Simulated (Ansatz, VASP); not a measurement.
# Two plane-wave programs on BN

```
CELL_PARAMETERS angstrom
2.55394 0.00000 0.00000
-1.27697 2.21178 0.00000
0.00000 0.00000 4.22685
ATOMIC_POSITIONS crystal
B 0.54920 0.33333 0.99972
B 0.33333 0.66667 0.49972
N 0.66667 0.33333 0.62528
N 0.33333 0.66667 0.12528
```

Alike in both runs: task single point; functional PBE; k mesh 12 × 12 × 6; occupations gaussian, width 0.05 eV; no spin polarisation.

|  | VASP | Ansatz |
| --- | --- | --- |
| version | VASP 6.6.1 | Ansatz 0.2.0 |
| potentials or method | VASP PAW PBE potentials, release 64 (B, N), cutoff 520 eV | scalar-relativistic, plane waves, PAW |
| valence electrons in the cell | 16 | 16 |

VASP gave:

* gap on the k mesh at the Fermi level (eV): 3.55
* least direct gap on the mesh (eV): 5.96
* pressure (GPa): 13.9
* traceless stress, the component that is largest in VASP (GPa): 10.86
* rms of the force components (eV/Å): 3.177

Task: What did Ansatz give for the same quantities?

Result: gap on the k mesh at the Fermi level (eV): 3.56; least direct gap on the mesh (eV): 5.97; pressure (GPa): 13.8; traceless stress, the component that is largest in VASP (GPa): 10.87; rms of the force components (eV/Å): 3.174.

Atom by atom the forces differ by 0.005 eV/Å (rms over components). With one functional, cell and mesh, what is left measures potentials, basis and numerics.
